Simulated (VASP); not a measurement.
# BaTiO3 (Amm2) in VASP: single point with r2SCAN+U

Aim: the single point of BaTiO3 with r2SCAN+U.

Program: VASP 6.6.1. These are calculated values, not measurements. Logs are shortened: lines on timing, memory, paths and dates and some standing lists are left out, and cuts for length are marked.

## 1. The cell of the first run

It takes space group Amm2 (No. 38, orthorhombic). Conventional cell: a = 3.941 Å, b = 5.600 Å, c = 5.613 Å, α = 90.00°, β = 90.00°, γ = 90.00°. Within 3.6 Å of Ba (site symmetry mm2) lie 12 O at 2.75 to 2.86 Å and 8 Ti at 3.38 to 3.48 Å. Within 2.5 Å of Ti (site symmetry mm2) lie 6 O at 1.88 to 2.09 Å. O (site symmetry mm2) has 2 Ti at 1.97 Å within 2.6 Å. O (site symmetry m) has 2 Ti at 1.88 to 2.09 Å within 2.5 Å. Within 2.5 Å of O (site symmetry m) lie 2 Ti at 1.88 to 2.09 Å.

## 2. Single point, r2SCAN+U, collinear spin, zero start

POSCAR reads:

```
BaTiO3
1.0
   -3.9412964300      0.0000000000      0.0000000000
    0.0000000000     -2.7999009300      2.8063215900
    0.0000000000      5.5998018700      5.6126431900
Ba Ti O
2 2 6
Direct
    0.0000000000      0.0000000000      0.0000000000
    0.0000000000      0.0000000000      0.5000000000
    0.5000000000      0.5100000000      0.2550000000
    0.5000000000      0.5100000000      0.7550000000
    0.0000000000      0.4900000000      0.2450000000
    0.0000000000      0.4900000000      0.7450000000
    0.5000000000      0.9840000000      0.2450000000
    0.5000000000      0.9840000000      0.7450000000
    0.5000000000      0.4900000000      0.4920000000
    0.5000000000      0.4900000000      0.9920000000
```

INCAR.step1 reads:

```
SYSTEM = BaTiO3
PREC = Accurate
ENCUT = 520
ISMEAR = -1
SIGMA = 0.1
LREAL = .FALSE.
LASPH = .TRUE.
NELM = 150
ISPIN = 2
MAGMOM = 0 0 0 0 0 0 0 0 0 0
LMAXMIX = 4
LDAU = .TRUE.
LDAUTYPE = 2
LDAUL = -1 2 -1
LDAUU = 0 2.84 0
LDAUJ = 0 0 0
NBANDS = 55
GGA = PE
ALGO = Normal
EDIFF = 1E-4
LWAVE = .TRUE.
LCHARG = .FALSE.
```

INCAR.step2 reads:

```
SYSTEM = BaTiO3
PREC = Accurate
ENCUT = 520
EDIFF = 1E-7
ISMEAR = -1
SIGMA = 0.1
LREAL = .FALSE.
LASPH = .TRUE.
NELM = 150
ALGO = Normal
ISIF = 2
LWAVE = .FALSE.
LCHARG = .TRUE.
ISPIN = 2
MAGMOM = 0 0 0 0 0 0 0 0 0 0
LORBIT = 11
LMAXMIX = 4
LDAU = .TRUE.
LDAUTYPE = 2
LDAUL = -1 2 -1
LDAUU = 0 2.84 0
LDAUJ = 0 0 0
LDAUPRINT = 1
METAGGA = R2SCAN
LMIXTAU = .TRUE.
LELF = .TRUE.
LVHAR = .TRUE.
NBANDS = 55
ISTART = 1
```

KPOINTS reads:

```
Automatic mesh
0
G
  5 5 3
  0 0 0
```

Potentials or basis: VASP PAW PBE potentials, release 64 (Ba_sv, Ti_sv, O).

Run with:

```
cat potpaw_PBE.64/Ba_sv/POTCAR potpaw_PBE.64/Ti_sv/POTCAR potpaw_PBE.64/O/POTCAR > POTCAR
cp INCAR.step1 INCAR
mpirun -np 1 vasp_std > vasp.out
cp INCAR.step2 INCAR
mpirun -np 1 vasp_std > vasp.out
```

OUTCAR:

```text
SYSTEM = BaTiO3
   PREC = Accurate
   ENCUT = 520
   EDIFF = 1E-7
   ISMEAR = -1
   LREAL = .FALSE.
   LASPH = .TRUE.
   NELM = 150
   ISIF = 2
   ISPIN = 2
   LORBIT = 11
   METAGGA = R2SCAN
   ISTART = 1

 ion  position               nearest neighbor table
   1  0.000  0.000  0.000-   5 2.75  10 2.77  10 2.77   7 2.77   7 2.77   5 2.80   6 2.80  10 2.82
                            10 2.82   8 2.82   8 2.82   6 2.86   4 3.38   4 3.38   4 3.42   4 3.42
   2  0.000  0.000  0.500-   6 2.75   9 2.77   9 2.77   8 2.77   8 2.77   6 2.80   5 2.80   9 2.82
                             9 2.82   7 2.82   7 2.82   5 2.86   3 3.38   3 3.38   3 3.42   3 3.42
   3  0.500  0.510  0.255-   7 1.88   9 1.88   5 1.97   5 1.97   7 2.09  10 2.09   2 3.38   2 3.38
                             2 3.42   2 3.42   1 3.42   1 3.42   1 3.48   1 3.48
   4  0.500  0.510  0.755-   8 1.88  10 1.88   6 1.97   6 1.97   8 2.09   9 2.09   1 3.38   1 3.38
                             1 3.42   1 3.42   2 3.42   2 3.42   2 3.48   2 3.48
   5  0.000  0.490  0.245-   3 1.97   3 1.97   1 2.75   1 2.80   2 2.80   2 2.86
   6  0.000  0.490  0.745-   4 1.97   4 1.97   2 2.75   2 2.80   1 2.80   1 2.86
   7  0.500  0.984  0.245-   3 1.88   3 2.09   1 2.77   1 2.77   2 2.82   2 2.82
   8  0.500  0.984  0.745-   4 1.88   4 2.09   2 2.77   2 2.77   1 2.82   1 2.82
   9  0.500  0.490  0.492-   3 1.88   4 2.09   2 2.77   2 2.77   2 2.82   2 2.82
  10  0.500  0.490  0.992-   4 1.88   3 2.09   1 2.77   1 2.77   1 2.82   1 2.82

  LATTYP: Found a simple monoclinic cell.
 ALAT       =     3.9642005606
 B/A-ratio  =     0.9942222574
 C/A-ratio  =     2.0000000036
 COS(beta)  =    -0.0022905447

  Lattice vectors:

 A1 = (   0.0000000000,  -2.7999009300,   2.8063215900)
 A2 = (  -3.9412964300,   0.0000000000,   0.0000000000)
 A3 = (   0.0000000000,  -5.5998018700,  -5.6126431900)

Analysis of symmetry for initial positions (statically):
=====================================================================
 Subroutine PRICEL returns following result:

  LATTYP: Found a base centered orthorhombic cell.
 ALAT       =     5.5998018650
 B/A-ratio  =     1.0022931740
 C/A-ratio  =     0.7038278362
[... 12 lines left out ...]
 Subroutine GETGRP returns: Found  2 space group operations
 (whereof  2 operations were pure point group operations)
 out of a pool of  4 trial point group operations.

The static configuration has the point symmetry C_1h.

Analysis of symmetry for dynamics (positions and initial velocities):
=====================================================================
 Subroutine PRICEL returns following result:

  LATTYP: Found a base centered orthorhombic cell.
 ALAT       =     5.5998018650
 B/A-ratio  =     1.0022931740
 C/A-ratio  =     0.7038278362
[... 12 lines left out ...]
 Subroutine GETGRP returns: Found  2 space group operations
 (whereof  2 operations were pure point group operations)
 out of a pool of  4 trial point group operations.

The dynamic configuration has the point symmetry C_1h.

Analysis of structural, dynamic, and magnetic symmetry:
=====================================================================
 Subroutine PRICEL returns following result:

  LATTYP: Found a base centered orthorhombic cell.
 ALAT       =     5.5998018650
 B/A-ratio  =     1.0022931740
 C/A-ratio  =     0.7038278362
[... 12 lines left out ...]
 Subroutine GETGRP returns: Found  2 space group operations
 (whereof  2 operations were pure point group operations)
 out of a pool of  4 trial point group operations.

The overall configuration has the point symmetry C_1h.

 Subroutine INISYM returns: Found  2 space group operations
 (whereof  2 operations are pure point group operations),
 and found     2 'primitive' translations

----------------------------------------------------------------------------------------

                                     Primitive cell

  volume of cell :      61.9369

  direct lattice vectors                    reciprocal lattice vectors
     0.000000000 -2.799900935 -2.806321595     0.000000000 -0.178577747 -0.178169174
[... 174 lines left out ...]
  0.1057  0.0000  0.0000 -0.0000 -0.0000
  0.0000  0.2510  0.0000  0.0000 -0.0001
  0.0000  0.0000  0.1396  0.0000 -0.0566
 -0.0000  0.0000  0.0000  0.1050 -0.0000
 -0.0000 -0.0001 -0.0566 -0.0000  0.2156

spin component  2

  0.1057  0.0000  0.0000 -0.0000 -0.0000
  0.0000  0.2510  0.0000  0.0000 -0.0001
  0.0000  0.0000  0.1396  0.0000 -0.0566
 -0.0000  0.0000  0.0000  0.1050 -0.0000
 -0.0000 -0.0001 -0.0566 -0.0000  0.2156

 occupancies and eigenvectors

  o =  0.1050  v =  0.0036 -0.0000  0.0000  1.0000  0.0000  0.0000  0.0000  0.0000  0.0000  0.0000      0.0000  0.0000  0.0000  0.0000  0.0000  0.0000  0.0000  0.0000  0.0000  0.0000
  o =  0.1050  v =  0.0000  0.0000  0.0000  0.0000  0.0000  0.0036  0.0000  0.0000  1.0000  0.0000      0.0000  0.0000  0.0000  0.0000  0.0000  0.0000  0.0000  0.0000  0.0000  0.0000
  o =  0.1057  v =  1.0000  0.0000 -0.0000 -0.0036 -0.0000  0.0000  0.0000  0.0000  0.0000  0.0000      0.0000  0.0000  0.0000  0.0000  0.0000  0.0000  0.0000  0.0000  0.0000  0.0000
  o =  0.1057  v =  0.0000  0.0000  0.0000  0.0000  0.0000  1.0000 -0.0000 -0.0000 -0.0036 -0.0000      0.0000  0.0000  0.0000  0.0000  0.0000  0.0000  0.0000  0.0000  0.0000  0.0000
  o =  0.1094  v =  0.0000 -0.0001  0.8824 -0.0000  0.4705  0.0000  0.0000  0.0000  0.0000  0.0000      0.0000  0.0000  0.0000  0.0000  0.0000  0.0000  0.0000  0.0000  0.0000  0.0000
  o =  0.1094  v =  0.0000  0.0000  0.0000  0.0000  0.0000  0.0000 -0.0001  0.8824 -0.0000  0.4705      0.0000  0.0000  0.0000  0.0000  0.0000  0.0000  0.0000  0.0000  0.0000  0.0000
  o =  0.2458  v =  0.0000  0.0121 -0.4705 -0.0000  0.8823  0.0000  0.0000  0.0000  0.0000  0.0000      0.0000  0.0000  0.0000  0.0000  0.0000  0.0000  0.0000  0.0000  0.0000  0.0000
  o =  0.2458  v =  0.0000  0.0000  0.0000  0.0000  0.0000  0.0000  0.0121 -0.4705  0.0000  0.8823      0.0000  0.0000  0.0000  0.0000  0.0000  0.0000  0.0000  0.0000  0.0000  0.0000
  o =  0.2510  v =  0.0000  0.9999  0.0058  0.0000 -0.0107  0.0000  0.0000  0.0000  0.0000  0.0000      0.0000  0.0000  0.0000  0.0000  0.0000  0.0000  0.0000  0.0000  0.0000  0.0000
  o =  0.2510  v =  0.0000  0.0000  0.0000  0.0000  0.0000  0.0000  0.9999  0.0058 -0.0000 -0.0107      0.0000  0.0000  0.0000  0.0000  0.0000  0.0000  0.0000  0.0000  0.0000  0.0000

 number of electron      80.0000004 magnetization      -0.0000000

 Free energy of the ion-electron system (eV)
  ---------------------------------------------------
  ext. energy  EPLUGINS =         0.00000000
  ---------------------------------------------------
  free energy    TOTEN  =      -144.49367354 eV

  energy without entropy =     -144.49367305  energy(sigma->0) =     -144.49367329

 E-fermi :   5.3207     XC(G=0): -12.1132

 val. band max:        3.7924359461   @ k =   0.4000   0.4000   0.0000
 cond. band min:       6.6921412844   @ k =   0.0000   0.0000   0.0000
 fundamental gap:      2.8997053382
 Fermi energy:         5.3207231216

 spin component 1

 k-point     1 :       0.0000    0.0000    0.0000
  band No.  band energies     occupation
      1     -55.4129      1.00000
      2     -55.4116      1.00000
      3     -30.6465      1.00000
      4     -30.5854      1.00000
      5     -30.5843      1.00000
      6     -30.5826      1.00000
[... 1309 lines left out ...]
     51      12.1971      0.00000
     52      12.5923      0.00000
 Fermi energy:         5.3207231216

 spin component 2

 k-point     1 :       0.0000    0.0000    0.0000
  band No.  band energies     occupation
      1     -55.4129      1.00000
      2     -55.4116      1.00000
      3     -30.6465      1.00000
      4     -30.5854      1.00000
      5     -30.5843      1.00000
      6     -30.5826      1.00000
[... 1309 lines left out ...]
     51      12.1971      0.00000
     52      12.5923      0.00000
 [bands above 52 left out]

------------------------ aborting loop because EDIFF is reached ----------------------------------------

  FORCE on cell =-STRESS in cart. coord.  units (eV):
  Direction    XX          YY          ZZ          XY          YZ          ZX
  --------------------------------------------------------------------------------------
  -------------------------------------------------------------------------------------
  Total        8.8871913      9.4711189      9.1234109      0.0000000     -0.0025141      0.0000000
  in kB      114.9465439    122.4990378    118.0017972      0.0000000     -0.0325169      0.0000000
  external PRESSURE =     118.4824596 kB  Pullay stress =       0.0000000 kB

 VOLUME and BASIS-vectors are now :
 -----------------------------------------------------------------------------
  energy-cutoff  :      520.00
  volume of cell :      123.87
      direct lattice vectors                 reciprocal lattice vectors
    -3.941296430  0.000000000  0.000000000    -0.253723621  0.000000000  0.000000000
     0.000000000 -2.799900930  2.806321590     0.000000000 -0.178577747  0.178169174
     0.000000000  5.599801870  5.612643190     0.000000000  0.089288873  0.089084587

 POSITION                                       TOTAL-FORCE (eV/Angst)
 -----------------------------------------------------------------------------------
      0.00000      0.00000      0.00000         0.000000      0.000176     -0.041696
      0.00000      2.79990      2.80632         0.000000      0.000176     -0.041696
     -1.97065      0.00000      2.86245         0.000000      0.002375     -0.690562
     -1.97065      2.79990      5.66877         0.000000      0.002375     -0.690562
      0.00000      0.00000      2.75020         0.000000      0.000189      0.004686
      0.00000      2.79990      5.55652         0.000000      0.000189      0.004686
     -1.97065     -1.38315      4.13652        -0.000000     -0.340446      0.362912
     -1.97065      1.41675      6.94284        -0.000000     -0.340446      0.362912
     -1.97065      1.38315      4.13652         0.000000      0.337706      0.364660
     -1.97065      4.18305      6.94284         0.000000      0.337706      0.364660
 -----------------------------------------------------------------------------------
    total drift:                               -0.000000      0.000009      0.013869

  FREE ENERGIE OF THE ION-ELECTRON SYSTEM (eV)
  ---------------------------------------------------
  free  energy   TOTEN  =      -144.4936735354 eV

  energy  without entropy=     -144.4936730507  energy(sigma->0) =     -144.49367329

 total charge

# of ion       s       p       d       tot
------------------------------------------
    1        2.022   5.678   0.333   8.033
    2        2.022   5.678   0.333   8.033
    3        2.228   6.308   1.605  10.141
    4        2.228   6.308   1.605  10.141
    5        1.568   3.534   0.000   5.103
    6        1.568   3.534   0.000   5.103
    7        1.570   3.534   0.000   5.104
    8        1.570   3.534   0.000   5.104
    9        1.570   3.534   0.000   5.104
   10        1.570   3.534   0.000   5.104
--------------------------------------------------
tot         17.918  45.175   3.876  66.969

 magnetization (x)

# of ion       s       p       d       tot
------------------------------------------
    1       -0.000  -0.000  -0.000  -0.000
    2       -0.000  -0.000  -0.000  -0.000
    3       -0.000   0.000  -0.000  -0.000
    4       -0.000   0.000  -0.000  -0.000
    5        0.000   0.000   0.000   0.000
    6        0.000   0.000   0.000   0.000
    7       -0.000   0.000   0.000   0.000
    8       -0.000   0.000   0.000   0.000
    9        0.000   0.000   0.000   0.000
   10        0.000   0.000   0.000   0.000
--------------------------------------------------
tot         -0.000   0.000  -0.000   0.000
```

Run time: 67 min. Hardware: 1 thread of Oxide Virtual Turin-like, shared host; peak memory 0.42 GiB.

Results:

| Property | Result |
| --- | --- |
| Free energy | -144.4937 eV |
| Pressure | 11.8 GPa |
| Largest force | 0.691 eV/Å |
| Band gap on the k mesh | 2.90 eV |
| Net moment | 0.00 μB per cell |
| Valence electrons inside the program's atomic spheres | Ba 8.03; Ti 10.14; O 5.10 |

Forces on the atoms (eV/Å):
```
Ba   0.000  0.000 -0.042
Ba   0.000  0.000 -0.042
Ti   0.000  0.002 -0.691
Ti   0.000  0.002 -0.691
O    0.000  0.000  0.005
O    0.000  0.000  0.005
O    0.000 -0.340  0.363
O    0.000 -0.340  0.363
O    0.000  0.338  0.365
O    0.000  0.338  0.365
```

Eigenvalues of the final occupation matrices:
| site | spin | trace | eigenvalues |
| --- | --- | --- | --- |
| site 3 d | 1 | 0.82 | 0.10 0.11 0.11 0.25 0.25 |
| site 3 d | 2 | 0.82 | 0.10 0.11 0.11 0.25 0.25 |
| site 4 d | 1 | 0.82 | 0.10 0.11 0.11 0.25 0.25 |
| site 4 d | 2 | 0.82 | 0.10 0.11 0.11 0.25 0.25 |

Caveat: the cell stands under pressure; the PAW data sets were made with another functional, which shifts forces and pressure a little; spin-orbit coupling is left out, which moves the levels of the heavy elements. A k mesh can miss the band edges.
